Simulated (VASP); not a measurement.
# Ge3Te2S (P-4m2) in VASP: notebook, part 2 of 2

VASP 6.6.1. The steps go on from the part before.

## (3) Single point, PBE

This run uses another cell than the first one, of 25.82 Å³/atom.

The input, INCAR:

```
PREC = Accurate
ENCUT = 520
EDIFF = 1E-6
ISMEAR = 0
SIGMA = 0.1
LREAL = False
LASPH = True
NELM = 100
ALGO = Normal
ISIF = 2
LWAVE = False
LCHARG = False
GGA = PE
NBANDS = 39
```

The input, KPOINTS:

```
regular mesh
0
Gamma
  4 4 2
```

The input, POSCAR:

```
Ge3Te2S
1.0
    4.0464693153      0.0000000000      0.0000000000
    0.0000000000      4.0464693153      0.0000000000
    0.0000000000      0.0000000000      9.4622688246
Ge Te S
3 2 1
Direct
    0.5000000000      0.0000000000      0.6184073465
    0.0000000000      0.5000000000      0.3815926535
    0.5000000000      0.5000000000      0.0000000000
    0.5000000000      0.0000000000      0.3221956384
    0.0000000000      0.5000000000      0.6778043616
    0.0000000000      0.0000000000      0.0000000000
```

Potentials or basis: VASP PAW PBE potentials, release 64 (Ge_d, Te, S).

On the command line:

```console
> cat potpaw_PBE.64/Ge_d/POTCAR potpaw_PBE.64/Te/POTCAR potpaw_PBE.64/S/POTCAR > POTCAR
> mpirun -np 1 vasp_std > vasp.out
```

OUTCAR:

```text
PREC = Accurate
   ENCUT = 520
   EDIFF = 1E-6
   ISMEAR = 0
   LREAL = False
   LASPH = True
   NELM = 100
   ISIF = 2
   GGA = PE

 ion  position               nearest neighbor table
   1  0.500  0.000  0.618-   4 2.80   5 2.92   5 2.92   5 2.92   5 2.92
   2  0.000  0.500  0.382-   5 2.80   4 2.92   4 2.92   4 2.92   4 2.92
   3  0.500  0.500  0.000-
   4  0.500  0.000  0.322-   1 2.80   2 2.92   2 2.92   2 2.92   2 2.92
   5  0.000  0.500  0.678-   2 2.80   1 2.92   1 2.92   1 2.92   1 2.92
   6  0.000  0.000  0.000-

  LATTYP: Found a simple tetragonal cell.
[... 694 lines left out ...]
  -------------------------------------------------------------------------------------
  Total       -0.0207278     -0.0207278      0.0088404      0.0000000      0.0000000      0.0000000
  in kB       -0.2143463     -0.2143463      0.0914189      0.0000000      0.0000000      0.0000000
  external PRESSURE =      -0.1124246 kB  Pullay stress =       0.0000000 kB

 VOLUME and BASIS-vectors are now :
 -----------------------------------------------------------------------------
  energy-cutoff  :      520.00
  volume of cell :      154.93
      direct lattice vectors                 reciprocal lattice vectors
     4.046469315  0.000000000  0.000000000     0.247129021  0.000000000  0.000000000
     0.000000000  4.046469315  0.000000000     0.000000000  0.247129021  0.000000000
     0.000000000  0.000000000  9.462268825     0.000000000  0.000000000  0.105682899

 POSITION                                       TOTAL-FORCE (eV/Angst)
 -----------------------------------------------------------------------------------
      2.02323      0.00000      5.85154         0.000000      0.000000      0.002982
      0.00000      2.02323      3.61073        -0.000000      0.000000     -0.002982
      2.02323      2.02323      0.00000         0.000000     -0.000000      0.000000
      2.02323      0.00000      3.04870         0.000000      0.000000     -0.007441
      0.00000      2.02323      6.41357         0.000000      0.000000      0.007441
      0.00000      0.00000      0.00000         0.000000      0.000000      0.000000
 -----------------------------------------------------------------------------------
    total drift:                                0.000000      0.000000     -0.000000

  FREE ENERGIE OF THE ION-ELECTRON SYSTEM (eV)
  ---------------------------------------------------
  free  energy   TOTEN  =       -23.1797777957 eV

  energy  without entropy=      -23.1641123369  energy(sigma->0) =      -23.17194507
```

OSZICAR:

```text
N       E                     dE             d eps       ncg     rms          rms(c)
DAV:   1     0.578106377684E+03    0.57811E+03   -0.27604E+04  1138   0.307E+03
DAV:   2     0.815667903251E+02   -0.49654E+03   -0.47784E+03   936   0.829E+02
DAV:   3    -0.172981802062E+02   -0.98865E+02   -0.96202E+02  1100   0.191E+02
DAV:   4    -0.237322666249E+02   -0.64341E+01   -0.62882E+01  1099   0.556E+01
DAV:   5    -0.239313286710E+02   -0.19906E+00   -0.19876E+00  1163   0.103E+01    0.104E+01
DAV:   6    -0.231583909941E+02    0.77294E+00   -0.17865E+00  1226   0.556E+00    0.696E+00
DAV:   7    -0.231817805462E+02   -0.23390E-01   -0.35656E-01  1068   0.209E+00    0.303E+00
DAV:   8    -0.231816499939E+02    0.13055E-03   -0.38306E-02  1058   0.101E+00    0.388E-01
DAV:   9    -0.231796514756E+02    0.19985E-02   -0.13049E-02  1129   0.439E-01    0.301E-01
DAV:  10    -0.231802189242E+02   -0.56745E-03   -0.33992E-03  1100   0.238E-01    0.159E-01
DAV:  11    -0.231797882249E+02    0.43070E-03   -0.10608E-03  1067   0.143E-01    0.478E-02
DAV:  12    -0.231797773338E+02    0.10891E-04   -0.34154E-04  1035   0.600E-02    0.200E-02
DAV:  13    -0.231797779800E+02   -0.64615E-06   -0.12986E-05   966   0.157E-02    0.176E-02
DAV:  14    -0.231797777957E+02    0.18424E-06   -0.97863E-07   624   0.512E-03
   1 F= -.23179778E+02 E0= -.23171945E+02  d E =-.156655E-01
```

Wall time 1.8 min (1 thread of Intel Xeon 8259CL, shared host); peak memory 0.27 GiB.

Results:

- Free energy: -23.1798 eV
- Pressure: 0.0 GPa
- Largest force: 0.007 eV/Å
- Band gap on the k mesh: zero (filled and empty bands touch)

Forces on the atoms (eV/Å):
```
Ge   0.000  0.000  0.003
Ge   0.000  0.000 -0.003
Ge   0.000  0.000  0.000
Te   0.000  0.000 -0.007
Te   0.000  0.000  0.007
S    0.000  0.000  0.000
```

Caveat: the k points lie up to 0.39 Å⁻¹ apart; spin-orbit coupling is left out, which moves the levels of the heavy elements.

## (4) Relaxation of cell and atoms, PBE

The input, INCAR:

```
SYSTEM = Ge3Te2S
  ALGO = Normal
  EDIFF = 1E-7
  EDIFFG = -0.04
  ENCUT = 600
  GGA = PE
  IBRION = 2
  ISIF = 3
  ISMEAR = 0
  LASPH = .True.
  LCHARG = .False.
  LREAL = .False.
  LWAVE = .False.
  NELM = 80
  NSW = 90
  PREC = Accurate
  SIGMA = 0.1
```

The input, KPOINTS:

```
k-points
0
Gamma
  4 4 2
  0 0 0
```

The input, POSCAR:

```
Ge3Te2S
1.0
    3.9830882000      0.0000000000      0.0000000000
    0.0000000000      3.9830882000      0.0000000000
    0.0000000000      0.0000000000      8.6544687300
Ge Te S
3 2 1
Direct
    0.5000000000      0.0000000000      0.6250519800
    0.0000000000      0.5000000000      0.3749480200
    0.5000000000      0.5000000000      0.0000000000
    0.5000000000      0.0000000000      0.2626059900
    0.0000000000      0.5000000000      0.7373940100
    0.0000000000      0.0000000000      0.0000000000
```

On the command line:

```console
> cat potpaw_PBE.64/Ge_d/POTCAR potpaw_PBE.64/Te/POTCAR potpaw_PBE.64/S/POTCAR > POTCAR
> mpirun -np 1 vasp_std > vasp.out
```

It took 20 min on 1 thread of Intel Xeon 8259CL, shared host; peak memory 0.31 GiB.

The run converged. Its results:

* Free energy: -23.1784 eV
* Relaxed volume: 25.84 Å³/atom
* Relaxed cell: a = 4.049 Å, b = 4.049 Å, c = 9.454 Å, α = 90.00°, β = 90.00°, γ = 90.00°
* Space group after relaxing (to 0.1 Å): P-4m2 (No. 115)
* Energy gained by relaxing: 137.6 meV/atom
* Ionic steps: 17
* Pressure after relaxing: -0.1 GPa
* Largest force after relaxing: 0.037 eV/Å
* Band gap on the k mesh: zero (filled and empty bands touch)

Forces on the atoms (eV/Å):
```
Ge   0.000  0.000 -0.037
Ge   0.000  0.000  0.037
Ge   0.000  0.000  0.000
Te   0.000  0.000  0.001
Te   0.000  0.000 -0.001
S    0.000  0.000  0.000
```

The path:
| step | energy change (eV) | largest force (eV/Å) | pressure (GPa) | volume (Å³) |
| --- | --- | --- | --- | --- |
| 1 | 0.0000 | 1.6127 | 2.99 | 137.30 |
| 2 | -0.3831 | 1.0250 | -0.62 | 145.89 |
| 3 | -0.4837 | 0.7526 | -2.60 | 153.37 |
| 4 | -0.6562 | 0.4030 | 0.09 | 146.71 |
| 5 | -0.6620 | 0.3857 | 0.78 | 145.31 |
| 6 | -0.7168 | 0.2747 | 0.62 | 146.23 |
| 7 | -0.7785 | 0.1665 | 0.72 | 148.69 |
| 8 | -0.7792 | 0.1031 | 0.62 | 148.42 |
| 9 | -0.7826 | 0.1715 | -0.51 | 152.17 |
| 10 | -0.7845 | 0.1217 | -0.11 | 150.76 |
| 11 | -0.7880 | 0.1171 | -0.09 | 151.03 |
| 12 | -0.7980 | 0.1128 | -0.01 | 151.83 |
| 13 | -0.8168 | 0.1006 | 0.11 | 153.44 |
| 14 | -0.8099 | 0.1603 | -0.24 | 156.67 |
| 15 | -0.8239 | 0.0855 | 0.01 | 154.75 |
| 16 | -0.8237 | 0.0561 | -0.10 | 155.31 |
| 17 | -0.8258 | 0.0366 | -0.07 | 155.03 |

Final structure:
```yaml
crystal:
  lattice:
    - [4.04940, 0.00000, 0.00000]
    - [0.00000, 4.04940, 0.00000]
    - [0.00000, 0.00000, 9.45415]
  atoms:
    - { symbol: Ge, position: [0.50000, 0.00000, 0.61975] }
    - { symbol: Ge, position: [0.00000, 0.50000, 0.38025] }
    - { symbol: Ge, position: [0.50000, 0.50000, 0.00000] }
    - { symbol: Te, position: [0.50000, 0.00000, 0.32273] }
    - { symbol: Te, position: [0.00000, 0.50000, 0.67727] }
    - { symbol: S, position: [0.00000, 0.00000, 0.00000] }
```

Levels at points of the mesh, in eV from the Fermi level:
| k point | band 27 | band 28 | band 29 | band 30 | band 31 | band 32 | band 33 | band 34 |
| --- | --- | --- | --- | --- | --- | --- | --- | --- |
| (0.00, 0.00, 0.00) | -2.31 | -2.16 | -2.16 | -0.36 | 1.34 | 2.84 | 3.02 | 3.60 |
| (0.50, 0.00, 0.00) | -1.14 | -1.01 | -0.29 | -0.18 | 0.23 | 0.81 | 0.86 | 1.08 |
| (0.50, 0.50, 0.00) | -4.40 | -1.88 | -1.88 | -1.10 | 0.72 | 2.01 | 2.01 | 2.64 |
| (0.00, 0.00, 0.50) | -1.83 | -1.83 | -1.57 | -1.33 | 1.40 | 2.03 | 3.13 | 3.52 |
| (0.50, 0.00, 0.50) | -0.90 | -0.36 | -0.30 | -0.26 | 0.59 | 0.65 | 0.91 | 0.92 |
| (0.50, 0.50, 0.50) | -4.20 | -2.29 | -2.29 | -1.38 | 0.06 | 2.73 | 2.73 | 3.36 |

Caveat: the k points lie up to 0.39 Å⁻¹ apart in the final cell; spin-orbit coupling is left out, which moves the levels of the heavy elements.

## (5) Single point, PBE

This run uses another cell than the first one, of 26.06 Å³/atom.

The input, INCAR:

```
SYSTEM = Ge3Te2S
PREC = Accurate
ENCUT = 520
EDIFF = 1E-6
ISMEAR = 0
SIGMA = 0.1
LREAL = .FALSE.
LASPH = .TRUE.
NELM = 100
ALGO = Normal
ISIF = 2
LWAVE = .FALSE.
LCHARG = .FALSE.
GGA = PE
NBANDS = 39
```

The input, KPOINTS:

```
Automatic mesh
0
G
  10 10 4
  0 0 0
```

The input, POSCAR:

```
Ge3Te2S
1.0
    4.0550902828      0.0000000000      0.0000000000
    0.0000000000      4.0550902828      0.0000000000
    0.0000000000      0.0000000000      9.5074612567
Ge Te S
3 2 1
Direct
    0.5000000000      0.0000000000      0.6191934156
    0.0000000000      0.5000000000      0.3808065844
    0.5000000000      0.5000000000      0.0000000000
    0.5000000000      0.0000000000      0.3255468290
    0.0000000000      0.5000000000      0.6744531710
    0.0000000000      0.0000000000      0.0000000000
```

On the command line:

```console
> cat potpaw_PBE.64/Ge_d/POTCAR potpaw_PBE.64/Te/POTCAR potpaw_PBE.64/S/POTCAR > POTCAR
> mpirun -np 1 vasp_std > vasp.out
```

Wall time 6.9 min (1 thread of Intel Xeon 8259CL, shared host); peak memory 0.47 GiB.

The run converged. Its results:

| Item | Value |
| --- | --- |
| Free energy | -23.1802 eV |
| Pressure | 0.0 GPa |
| Largest force | 0.009 eV/Å |
| Band gap on the k mesh | zero (bands 30 and 31 overlap by 0.49 eV) |

Forces in eV/Å, atoms in the order of the input:
```
Ge   0.000  0.000  0.009
Ge   0.000  0.000 -0.009
Ge   0.000  0.000  0.000
Te   0.000  0.000 -0.008
Te   0.000  0.000  0.008
S    0.000  0.000  0.000
```

Levels at points of the mesh, in eV from the Fermi level:
```
           k point  band 28  band 29  band 30  band 31  band 32  band 33
(0.00, 0.00, 0.00)    -2.21    -2.21    -0.45     1.27     2.76     2.91
(0.50, 0.00, 0.00)    -1.09    -0.36    -0.27     0.12     0.74     0.80
(0.50, 0.50, 0.00)    -1.98    -1.98    -1.14     0.63     2.00     2.00
(0.00, 0.00, 0.50)    -1.91    -1.62    -1.44     1.34     1.93     3.05
(0.50, 0.00, 0.50)    -0.43    -0.38    -0.32     0.52     0.59     0.77
(0.50, 0.50, 0.50)    -2.37    -2.37    -1.41     0.01     2.69     2.69
```

Caveat: spin-orbit coupling is left out, which moves the levels of the heavy elements.

## (6) Summary

| task | cell | k mesh | cutoff (eV) | gap on the mesh (eV) | pressure (GPa) | largest force (eV/Å) |
| --- | --- | --- | --- | --- | --- | --- |
| single point | a = 3.983, b = 3.983, c = 8.654 Å, 6 atoms, atomic positions A | 4 × 4 × 2 | 520 | none | 3.0 | 1.61 |
| single point | a = 4.046, b = 4.046, c = 9.462 Å, 6 atoms, atomic positions B | 4 × 4 × 2 | 520 | none | 0.0 | 0.01 |
| relaxation of cell and atoms | relaxed from a = 3.983, b = 3.983, c = 8.654 Å, 6 atoms, atomic positions A | 4 × 4 × 2 | 600 | none | -0.1 | 0.04 |
| single point | a = 4.055, b = 4.055, c = 9.507 Å, 6 atoms, atomic positions C | 10 × 10 × 4 | 520 | none | 0.0 | 0.01 |

Alike in all rows: level PBE; potentials or basis VASP PAW PBE potentials, release 64 (Ge_d, Te, S); no spin polarisation; smearing gaussian 0.1 eV.

Caveats: some runs use coarse meshes; spin-orbit coupling is left out, which moves the levels of the heavy elements; forces of over 1 eV/Å act on the atoms, so gaps and moduli don't describe the material at rest (at least some runs).

Total energies depend on the potentials used, so only differences within one code and one set of settings carry meaning.
